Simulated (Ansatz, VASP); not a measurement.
## Si3Bi2Te2 in VASP and in Ansatz

```
Si Bi Te
1.0
     4.05039    0.00000    0.00000
    -2.02519    3.50774    0.00000
     0.00000    0.00000   14.62037
Si Bi Te
3 2 2
Direct
  0.00000 0.00000 0.42111
  0.00000 0.00000 0.57889
  0.00000 0.00000 0.00000
  0.33333 0.66667 0.67102
  0.66667 0.33333 0.32898
  0.33333 0.66667 0.10549
  0.66667 0.33333 0.89451
```

Alike in both runs: functional PBE; k mesh 5 × 5 × 2; occupations gaussian, width 0.2 eV; no spin polarisation.

Ansatz relaxed the structure, and its values are those at the end. VASP's run is a single point on that final structure, the one shown.

```csv
,VASP,Ansatz
version,VASP 6.6.1,Ansatz 0.2.0
potentials or method,"VASP PAW PBE potentials, release 64 (Si, Bi_d, Te), cutoff 500 eV","scalar-relativistic, plane waves, PAW"
valence electrons in the cell,54,74
```

|  | VASP | Ansatz | Ansatz less VASP |
| --- | --- | --- | --- |
| gap on the k mesh at the Fermi level (eV) | none | none | - |
| pressure (GPa) | 0.1 | 0.1 | +0.01 |
| rms of the force components (eV/Å) | 0.010 | 0.012 | +0.0017 |

A gap of «none» marks a metal or a gap that the smearing closes. The functional is the same, so the differences come from potentials, cutoffs and numerics. VASP's potentials hold 54 valence electrons a cell and Ansatz's 74, so a difference there can come from the potentials and not from the codes.

Spin-orbit coupling is off throughout.
